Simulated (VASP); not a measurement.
Set up this calculation in VASP 6.6.1, as the native input.

```
Task                   : single point
Functional             : PBE
Potentials or basis    : VASP PAW PBE potentials, release 64 (Ti_sv, C)
Cutoff                 : 520 eV
k mesh                 : 9 × 6 × 1
Occupations            : gaussian, width 0.1 eV
Spin                   : no spin polarisation
Dipole correction      : yes
Further INCAR settings : ALGO = Normal; EDIFF = 1e-07; NBANDS = 47
```

The structure of Ti6C lies in POSCAR:

```
Ti6C
1.0
    2.8319727860      0.0000000000      0.0000000000
    0.0000000000      4.5793473380      0.0000000000
    0.0000000000      0.0000000000     22.0506909065
Ti C
6 1
Direct
    0.5000000000      0.0000000000      0.1814002118
    0.0000000000      0.5000000000      0.2413504290
    0.5000000000      0.0000000000      0.3013006462
    0.5000000000      0.5000000000      0.3625816208
    0.0000000000      0.0000000000      0.4208167734
    0.5000000000      0.5000000000      0.4784743912
    1.0000000000      0.7000000000      0.5092370102
```

The input as run:

INCAR

```
SYSTEM = Ti6C
PREC = Accurate ; ENCUT = 520
EDIFF = 1E-7 ; ISMEAR = 0
SIGMA = 0.1 ; LREAL = .FALSE.
LASPH = .TRUE. ; NELM = 80
ALGO = Normal ; ISIF = 2
LWAVE = .FALSE. ; LCHARG = .FALSE.
LDIPOL = .TRUE. ; IDIPOL = 3
DIPOL = 0.5 0.5 0.356 ; GGA = PE
NBANDS = 47
```

KPOINTS

```
regular mesh
0
G
  9 6 1
  0 0 0
```

Potentials or basis: VASP PAW PBE potentials, release 64 (Ti_sv, C).

Command:

```bash
$ cat potpaw_PBE.64/Ti_sv/POTCAR potpaw_PBE.64/C/POTCAR > POTCAR
$ mpirun -np 1 vasp_std > vasp.out
```

It gave:

The largest force is 3.121 eV/Å and the band gap on the k mesh is zero (bands 38 and 39 overlap by 0.23 eV).

Wall time 19 min on 1 thread of Intel Xeon 8259CL, on a shared host, peak memory 0.48 GiB.
